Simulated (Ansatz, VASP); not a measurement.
**One calculation of Ir, two programs**

```
Ir
1.0
     2.69471    0.00000    0.00000
    -1.34735    2.33369    0.00000
     0.00000    0.00000   26.00110
Ir
6
Direct
  0.66667 0.33333 0.29046
  0.33333 0.66667 0.37324
  0.00000 0.00000 0.45749
  0.66667 0.33333 0.54251
  0.33333 0.66667 0.62676
  0.00000 0.00000 0.70954
```

Alike in both runs: functional LDA; k mesh 15 × 15 × 1; occupations gaussian, width 0.1 eV; no spin polarisation.

Ansatz relaxed the structure, and its values are those at the end. VASP's run is a single point on that final structure, the one shown.

|  | VASP | Ansatz |
| --- | --- | --- |
| version | VASP 6.6.1 | Ansatz 0.2.0 |
| potentials or method | VASP PAW LDA potentials, release 64 (Ir), cutoff 400 eV | scalar-relativistic, plane waves, PAW |
| valence electrons in the cell | 54 | 102 |

|  | VASP | Ansatz | Ansatz less VASP |
| --- | --- | --- | --- |
| gap on the k mesh at the Fermi level (eV) | none | none | - |
| rms of the force components (eV/Å) | 0.040 | 0.002 | -0.0387 |

LDA's correlation is that of Perdew and Zunger in VASP and of Perdew and Wang (1992) in Ansatz. A gap of «none» marks a metal or a gap that the smearing closes. VASP's potentials hold 54 valence electrons a cell and Ansatz's 102, so a difference there can come from the potentials and not from the codes. Ansatz's warnings: xc potential rough in thin density.

Neither program's run includes spin-orbit coupling.
